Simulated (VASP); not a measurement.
# BaCaGe2 (P4/mmm) in VASP: single point with PBE

Aim: the single point of BaCaGe2 with PBE.

Program: VASP 6.6.1. These are calculated values, not measurements. Logs are shortened: lines on timing, memory, paths and dates and some standing lists are left out, and cuts for length are marked.

## Step 1: The cell of the first run

Symmetry: P4/mmm, No. 123, tetragonal system. Conventional cell: a = 4.028 Å, b = 4.028 Å, c = 7.041 Å, α = 90.00°, β = 90.00°, γ = 90.00°. Within 4.6 Å of Ba (site symmetry 4/mmm) lie 2 Ca at 3.52 Å and 8 Ge at 3.63 Å and 4 Ba at 4.03 Å. Ca (site symmetry 4/mmm) has 8 Ge at 3.12 Å and 2 Ba at 3.52 Å and 4 Ca at 4.03 Å within 4.1 Å. Ge (site symmetry 4mm) has 1 Ge at 2.55 Å and 4 Ca at 3.12 Å within 3.4 Å.

## Step 2: Single point, PBE

The input, INCAR:

```
ALGO = Fast ; EDIFF = 1E-6
ENCUT = 520 ; GGA = PE
ISIF = 2 ; ISMEAR = 0
LASPH = True ; LCHARG = True
LELF = True ; LREAL = False
LVHAR = True ; LWAVE = False
NBANDS = 32 ; NELM = 100
PREC = Accurate ; SIGMA = 0.1
```

The input, KPOINTS:

```
k-points
0
Gamma
  12 12 6
```

The input, POSCAR:

```
BaCaGe2
1.0
    4.0276814653      0.0000000000      0.0000000000
    0.0000000000      4.0276814653      0.0000000000
    0.0000000000      0.0000000000      7.0407639117
Ba Ca Ge
1 1 2
Direct
    0.0000000000      0.0000000000      0.0000000000
    0.0000000000      0.0000000000      0.5000000000
    0.5000000000      0.5000000000      0.3192008246
    0.5000000000      0.5000000000      0.6807991754
```

Potentials or basis: VASP PAW PBE potentials, release 64 (Ba_sv, Ca_sv, Ge_d).

The run is started by

```
$ cat potpaw_PBE.64/Ba_sv/POTCAR potpaw_PBE.64/Ca_sv/POTCAR potpaw_PBE.64/Ge_d/POTCAR > POTCAR
$ mpirun -np 1 vasp_std > vasp.out
```

OUTCAR:

```text
EDIFF = 1E-6
   ENCUT = 520
   GGA = PE
   ISIF = 2
   ISMEAR = 0
   LASPH = True
   LREAL = False
   NELM = 100
   PREC = Accurate

 ion  position               nearest neighbor table
   1  0.000  0.000  0.000-   2 3.52   2 3.52   4 3.63   3 3.63   3 3.63   4 3.63   3 3.63   4 3.63
                             3 3.63   4 3.63
   2  0.000  0.000  0.500-   1 3.52   1 3.52
   3  0.500  0.500  0.319-   4 2.55   1 3.63   1 3.63   1 3.63   1 3.63
   4  0.500  0.500  0.681-   3 2.55   1 3.63   1 3.63   1 3.63   1 3.63

  LATTYP: Found a simple tetragonal cell.
 ALAT       =     4.0276814653
 C/A-ratio  =     1.7480935303

  Lattice vectors:

 A1 = (   4.0276814653,   0.0000000000,   0.0000000000)
 A2 = (   0.0000000000,   4.0276814653,   0.0000000000)
 A3 = (   0.0000000000,   0.0000000000,   7.0407639117)

Analysis of symmetry for initial positions (statically):
=====================================================================
 Subroutine PRICEL returns:
 Original cell was already a primitive cell.

 Routine SETGRP: Setting up the symmetry group for a
 simple tetragonal supercell.

 Subroutine GETGRP returns: Found 16 space group operations
 (whereof 16 operations were pure point group operations)
 out of a pool of 16 trial point group operations.

The static configuration has the point symmetry D_4h.

Analysis of symmetry for dynamics (positions and initial velocities):
=====================================================================
 Subroutine PRICEL returns:
 Original cell was already a primitive cell.

 Routine SETGRP: Setting up the symmetry group for a
 simple tetragonal supercell.

 Subroutine GETGRP returns: Found 16 space group operations
 (whereof 16 operations were pure point group operations)
 out of a pool of 16 trial point group operations.

The dynamic configuration has the point symmetry D_4h.

 Subroutine INISYM returns: Found 16 space group operations
 (whereof 16 operations are pure point group operations),
 and found     1 'primitive' translations

----------------------------------------------------------------------------------------

                                     Primitive cell

  volume of cell :     114.2168

  direct lattice vectors                    reciprocal lattice vectors
     4.027681465  0.000000000  0.000000000     0.248281799  0.000000000  0.000000000
     0.000000000  4.027681465  0.000000000     0.000000000  0.248281799  0.000000000
     0.000000000  0.000000000  7.040763912     0.000000000  0.000000000  0.142030043

  length of vectors
     4.027681465  4.027681465  7.040763912     0.248281799  0.248281799  0.142030043

  position of ions in fractional coordinates (direct lattice)
     0.000000000  0.000000000  0.000000000
     0.000000000  0.000000000  0.500000000
     0.500000000  0.500000000  0.319200825
     0.500000000  0.500000000  0.680799175

  ion indices of the primitive-cell ions
   primitive index   ion index
                 1           1
                 2           2
                 3           3
                 4           4

----------------------------------------------------------------------------------------

 KPOINTS: k-points

Automatic generation of k-mesh.
 Grid dimensions read from file:
 generate k-points for:   12   12    6

 Generating k-lattice:

  Cartesian coordinates                     Fractional coordinates (reciprocal lattice)
     0.020690150  0.000000000  0.000000000     0.083333333  0.000000000  0.000000000
     0.000000000  0.020690150  0.000000000     0.000000000  0.083333333  0.000000000
     0.000000000  0.000000000  0.023671674     0.000000000  0.000000000  0.166666667

  Length of vectors
     0.020690150  0.020690150  0.023671674

  Shift w.r.t. Gamma in fractional coordinates (k-lattice)
     0.000000000  0.000000000  0.000000000

 Subroutine IBZKPT returns following result:
 ===========================================

 Found    112 irreducible k-points:

 Following reciprocal coordinates:
            Coordinates               Weight
  0.000000  0.000000  0.000000      1.000000
  0.083333  0.000000  0.000000      4.000000
  0.166667  0.000000  0.000000      4.000000
  0.250000  0.000000  0.000000      4.000000
  0.333333  0.000000  0.000000      4.000000
  0.416667  0.000000  0.000000      4.000000
[... 16 lines left out ...]
  0.333333  0.333333  0.000000      4.000000
  0.416667  0.333333  0.000000      8.000000
 [... further k-points ...]
   k-points           NKPTS =    112   k-points in BZ     NKDIM =    112   number of bands    NBANDS=     32
   number of dos      NEDOS =    301   number of ions     NIONS =      4
   total plane-waves  NPLWV =  48600
   dimension x,y,z NGX =    30 NGY =   30 NGZ =   54
   dimension x,y,z NGXF=    60 NGYF=   60 NGZF=  108
   ions per type =               1   1   2
   NGX,Y,Z   is equivalent  to a cutoff of  12.38, 12.38, 12.75 a.u.
   NGXF,Y,Z  is equivalent  to a cutoff of  24.77, 24.77, 25.50 a.u.
 SYSTEM =  unknown system
   PREC   = accura    normal or accurate (medium, high low for compatibility)
   ISTART =      0    job   : 0-new  1-cont  2-samecut
   ICHARG =      2    charge: 1-file 2-atom 10-const
   ISPIN  =      1    spin polarized calculation?
   LNONCOLLINEAR =      F non collinear calculations
   LSORBIT =      F    spin-orbit coupling
   LASPH  =      T    aspherical Exc in radial PAW
   ENCUT  =  520.0 eV  38.22 Ry    6.18 a.u.   7.49  7.49 13.09*2*pi/ulx,y,z
   NELM   =    100;   NELMIN=  2; NELMDL= -5     # of ELM steps
   EDIFF  = 0.1E-05   stopping-criterion for ELM
   LREAL  =      F    real-space projection
   EDIFFG = 0.1E-04   stopping-criterion for IOM
   NSW    =      0    number of steps for IOM
   IBRION =     -1    ionic relax: 0-MD 1-quasi-New 2-CG
   NFREE  =      0    steps in history (QN), initial steepest desc. (CG)
   ISIF   =      2    stress and relaxation
   ISYM   =      2    0-nonsym 1-usesym 2-fastsym
   POTIM  = 0.5000    time-step for ionic-motion
   TEBEG  =    0.0;   TEEND  =   0.0 temperature during run
   PSTRESS=    0.0 pullay stress
   NELECT =      48.0000    total number of electrons
   NUPDOWN=      -1.0000    fix difference up-down
   EMIN   =  10.00;   EMAX   =-10.00  energy-range for DOS
   EFERMI =   0.00;   METHOD = LEGACY
   ISMEAR =     0;   SIGMA  =   0.10  broadening in eV -4-tet -1-fermi 0-gaus
   EFERMI_NEDOS =   21; number of points for ismear=-14 and -15
   IALGO  =     68    algorithm
   IMIX   =      4    mixing-type and parameters
     AMIX     =   0.40;   BMIX     =  1.00
     AMIX_MAG =   1.60;   BMIX_MAG =  1.00
  volume/ion in A,a.u.               =      28.55       192.69
  Fermi-wavevector in a.u.,A,eV,Ry     =   1.226249  2.317274 20.458889  1.503686
  Thomas-Fermi vector in A             =   2.361257
   LORBIT       =      0    0 simple, 1 ext, 2 COOP (PROOUT), +10 PAW based schemes
   GGA     = PE    functional components
   LHFCALC =     F    Hartree Fock is set to
   AEXX    =    0.0000 exact exchange contribution
   IVDW    =     0    specifies the selected vdW correction
   LEPSILON=     F    determine dielectric tensor
   LRPA    =     F    only Hartree local field effects (RPA)
 non-spin polarized calculation
 RMM-DIIS sequential band-by-band and
 Gauss-broadening in eV      SIGMA  =   0.10
  energy-cutoff  :      520.00
  volume of cell :      114.22
 maximum number of plane-waves:      3122
 NGX is ok and might be reduce to    30
   NGX = 15   NGY = 15   NGZ = 27

 number of electron      47.9999928 magnetization

 Free energy of the ion-electron system (eV)
  ---------------------------------------------------
  ext. energy  EPLUGINS =         0.00000000
  ---------------------------------------------------
  free energy    TOTEN  =       -14.84328590 eV

  energy without entropy =      -14.83420248  energy(sigma->0) =      -14.83874419

 E-fermi :   3.7477     XC(G=0):  -9.4492

 val. band max:        3.7378278182   @ k =   0.1667   0.0833   0.5000
 cond. band min:       3.7509967208   @ k =   0.2500   0.2500   0.3333
 fundamental gap:      0.0131689026
 Fermi energy:         3.7476813222

 k-point     1 :       0.0000    0.0000    0.0000
  band No.  band energies     occupation
      1     -36.8567      2.00000
      2     -24.6686      2.00000
      3     -20.1335      2.00000
      4     -20.0699      2.00000
      5     -20.0699      2.00000
      6     -20.0380      2.00000
[... 24 lines left out ...]
     31       8.0463      0.00000
     32       9.0405      0.00000

 k-point     2 :       0.0833    0.0000    0.0000
  band No.  band energies     occupation
      1     -36.8564      2.00000
      2     -24.6654      2.00000
      3     -20.1334      2.00000
      4     -20.0698      2.00000
      5     -20.0697      2.00000
      6     -20.0384      2.00000
[... 24 lines left out ...]
     31       8.0861      0.00000
     32       9.0064      0.00000

 k-point     3 :       0.1667    0.0000    0.0000
  band No.  band energies     occupation
      1     -36.8558      2.00000
      2     -24.6565      2.00000
      3     -20.1333      2.00000
      4     -20.0696      2.00000
      5     -20.0694      2.00000
      6     -20.0396      2.00000
[... 24 lines left out ...]
     31       8.4042      0.00000
     32       8.5337      0.00000

 k-point     4 :       0.2500    0.0000    0.0000
  band No.  band energies     occupation
      1     -36.8549      2.00000
      2     -24.6443      2.00000
      3     -20.1331      2.00000
      4     -20.0694      2.00000
      5     -20.0688      2.00000
      6     -20.0412      2.00000
[... 24 lines left out ...]
     31       7.9232      0.00000
     32       8.6269      0.00000

 k-point     5 :       0.3333    0.0000    0.0000
  band No.  band energies     occupation
      1     -36.8539      2.00000
      2     -24.6321      2.00000
      3     -20.1329      2.00000
      4     -20.0691      2.00000
      5     -20.0682      2.00000
      6     -20.0429      2.00000
[... 584 lines left out ...]
     31       8.4027      0.00000
     32       8.6436      0.00000

 k-point    22 :       0.5000    0.2500    0.0000
  band No.  band energies     occupation
      1     -36.8513      2.00000
      2     -24.5964      2.00000
      3     -20.1320      2.00000
      4     -20.0712      2.00000
      5     -20.0705      2.00000
      6     -20.0421      2.00000
[... 24 lines left out ...]
     31       8.4795      0.00000
     32       8.8596      0.00000

 k-point    23 :       0.3333    0.3333    0.0000
  band No.  band energies     occupation
      1     -36.8513      2.00000
      2     -24.5966      2.00000
      3     -20.1320      2.00000
      4     -20.0725      2.00000
      5     -20.0700      2.00000
      6     -20.0415      2.00000
[... 24 lines left out ...]
     31       8.1694      0.00000
     32       8.4077      0.00000

 k-point    24 :       0.4167    0.3333    0.0000
  band No.  band energies     occupation
      1     -36.8507      2.00000
      2     -24.5879      2.00000
      3     -20.1318      2.00000
      4     -20.0726      2.00000
      5     -20.0712      2.00000
      6     -20.0411      2.00000
[... 24 lines left out ...]
     31       8.3239      0.00000
     32       8.6406      0.00000

 [... further k-points ...]
[... 5 lines left out ...]
  --------------------------------------------------------------------------------------
  -------------------------------------------------------------------------------------
  Total        0.2446643      0.2446643      0.2602142      0.0000000      0.0000000      0.0000000
  in kB        3.4320311      3.4320311      3.6501570      0.0000000      0.0000000      0.0000000
  external PRESSURE =       3.5047397 kB  Pullay stress =       0.0000000 kB

 VOLUME and BASIS-vectors are now :
 -----------------------------------------------------------------------------
  energy-cutoff  :      520.00
  volume of cell :      114.22
      direct lattice vectors                 reciprocal lattice vectors
     4.027681465  0.000000000  0.000000000     0.248281799  0.000000000  0.000000000
     0.000000000  4.027681465  0.000000000     0.000000000  0.248281799  0.000000000
     0.000000000  0.000000000  7.040763912     0.000000000  0.000000000  0.142030043

 POSITION                                       TOTAL-FORCE (eV/Angst)
 -----------------------------------------------------------------------------------
      0.00000      0.00000      0.00000         0.000000      0.000000      0.000000
      0.00000      0.00000      3.52038         0.000000      0.000000      0.000000
      2.01384      2.01384      2.24742         0.000000      0.000000      0.021895
      2.01384      2.01384      4.79335         0.000000     -0.000000     -0.021895
 -----------------------------------------------------------------------------------
    total drift:                                0.000000      0.000000      0.000000

  FREE ENERGIE OF THE ION-ELECTRON SYSTEM (eV)
  ---------------------------------------------------
  free  energy   TOTEN  =       -14.8432858972 eV

  energy  without entropy=      -14.8342024780  energy(sigma->0) =      -14.83874419
```

Wall time 9.1 min (1 thread of Intel Xeon 6975P-C (Granite Rapids), shared host); peak memory 0.53 GiB.

What came out:

| Property | Result |
| --- | --- |
| Free energy | -14.8433 eV |
| Pressure | 0.4 GPa |
| Largest force | 0.022 eV/Å |
| Band gap on the k mesh | zero (bands 24 and 25 overlap by 2.34 eV) |

Forces on the atoms (eV/Å):
```
Ba   0.000  0.000  0.000
Ca   0.000  0.000  0.000
Ge   0.000  0.000  0.022
Ge   0.000  0.000 -0.022
```

Levels at points of the mesh, in eV from the Fermi level:
```tsv
k point	band 22	band 23	band 24	band 25	band 26	band 27
(0.00, 0.00, 0.00)	0.48	0.52	0.57	0.57	0.76	0.76
(0.50, 0.00, 0.00)	-1.47	-0.44	-0.28	0.89	1.53	2.48
(0.50, 0.50, 0.00)	-1.95	-1.95	-1.77	-1.77	0.61	4.04
(0.00, 0.00, 0.50)	-0.30	0.20	0.20	0.71	1.43	1.43
(0.50, 0.00, 0.50)	-1.73	-1.51	-0.07	1.45	1.54	1.88
(0.50, 0.50, 0.50)	-2.46	-0.92	-0.92	-0.55	0.64	2.09
```

Caveat: spin-orbit coupling is left out, which moves the levels of the heavy elements.
